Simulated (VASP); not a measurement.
HfS2, 3 atoms in the cell. It takes space group P-3m1 (No. 164, trigonal). The conventional cell has a = 3.703 Å, b = 3.703 Å, c = 5.996 Å, α = 90.00°, β = 90.00°, γ = 120.00°. Within 3.4 Å of Hf (site symmetry -3m) lie 6 S at 2.56 Å. S (site symmetry 3m) has 3 Hf at 2.56 Å within 3.4 Å.  This cell differs from its parent crystal: strain +2.0%.

- Program: VASP 6.6.1
- Task: single point
- Functional: HSE06
- Potentials or basis: VASP PAW PBE potentials, release 64 (Hf_pv, S)
- Cutoff: 400 eV
- k mesh: 6 × 6 × 4
- Occupations: gaussian, width 0.01 eV
- Spin: no spin polarisation
- Dipole correction: no
- Grid for exact exchange (PRECFOCK): Normal
- Further INCAR settings: ALGO = Normal; EDIFF = 1e-06; NBANDS = 18
- Share of exact exchange: 0.25
- Screening parameter: 0.2079 1/Å

Potentials or basis: VASP PAW PBE potentials, release 64 (Hf_pv, S).

Command:

```bash
$ cat potpaw_PBE.64/Hf_pv/POTCAR potpaw_PBE.64/S/POTCAR > POTCAR
$ cp INCAR.step1 INCAR
$ mpirun -np 1 vasp_std > vasp.out
$ cp INCAR.step2 INCAR
$ mpirun -np 1 vasp_std > vasp.out
```

Hardware: 1 thread of Intel(R) Xeon(R) Platinum 8488C (Sapphire Rapids) (shared host).

Question: Estimate the wall time of this run.

Answer: It took 34 min on 1 thread of Intel(R) Xeon(R) Platinum 8488C (Sapphire Rapids), with other jobs on the host, peak memory 0.28 GiB. Counts: k points 24.
